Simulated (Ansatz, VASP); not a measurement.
Al in VASP and in Ansatz

```xyz
1
Lattice="0.0000 2.0645 2.0645 2.0645 0.0000 2.0645 2.0645 2.0645 0.0000" Properties=species:S:1:pos:R:3 pbc="T T T"
Al    0.0000    0.0000    0.0000
```

Alike in both runs: task single point; functional LDA; k mesh 11 × 11 × 11; occupations fermi-dirac, width 0.05 eV; no spin polarisation.

|  | VASP | Ansatz |
| --- | --- | --- |
| version | VASP 6.6.1 | Ansatz 0.2.0 |
| potentials or method | VASP PAW LDA potentials, release 64 (Al) | Ansatz PAW |
| plane-wave cutoff (eV) | 520 | 420 |
| valence electrons in the cell | 3 | 3 |

```csv
,VASP,Ansatz,Ansatz less VASP
gap on the k mesh at the Fermi level (eV),none,none,-
pressure (GPa),-7.1,-7.1,-0.02
```

LDA's correlation is that of Perdew and Zunger in VASP and of Perdew and Wang (1992) in Ansatz. A gap of «none» marks a metal or a gap that the smearing closes.
